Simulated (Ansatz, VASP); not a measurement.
# TaN: VASP beside Ansatz

```
CELL_PARAMETERS angstrom
5.18500 0.00000 0.00000
-2.59250 4.49034 0.00000
0.00000 0.00000 2.90800
ATOMIC_POSITIONS crystal
Ta 0.00000 0.00000 0.00000
Ta 0.33333 0.66667 0.50000
Ta 0.66667 0.33333 0.50000
N 0.50000 0.00000 0.00000
N 0.50000 0.50000 0.00000
N 0.00000 0.50000 0.00000
```

Alike in both runs: task single point; functional LDA; k mesh 4 × 4 × 7; occupations gaussian, width 0.05 eV; collinear spin; Hubbard terms Ta d U = 8.0 eV.

|  | VASP | Ansatz |
| --- | --- | --- |
| version | VASP 6.6.1 | Ansatz 0.2.0 |
| potentials or method | VASP PAW LDA potentials, release 64 (Ta_pv, N), cutoff 520 eV | scalar-relativistic, plane waves, PAW |
| valence electrons in the cell | 48 | 54 |

|  | VASP | Ansatz | Ansatz less VASP |
| --- | --- | --- | --- |
| gap on the k mesh at the Fermi level (eV) | none | none | - |
| pressure (GPa) | 22.2 | 12.1 | -10.07 |
| traceless stress, the component that is largest in VASP (GPa) | 4.86 | 5.82 | +0.961 |
| net moment per atom (μB) | 0.00 | 0.16 | +0.164 |
| size of the moment on the site where the two differ most (μB) | 0.00 | 1.01 | +1.007 |

The net moments are unlike, so the other rows may belong to different states. LDA's correlation is that of Perdew and Zunger in VASP and of Perdew and Wang (1992) in Ansatz. Site moments also hang on the region over which each program counts them. The programs project onto different local orbitals, so the same U acts differently, and such runs can settle in different states. A gap of «none» marks a metal or a gap that the smearing closes. VASP's potentials hold 48 valence electrons a cell and Ansatz's 54, so a difference there can come from the potentials and not from the codes. Ansatz's warnings: filled band counts differ across k points, seeded moment not kept.

Neither program's run includes spin-orbit coupling.
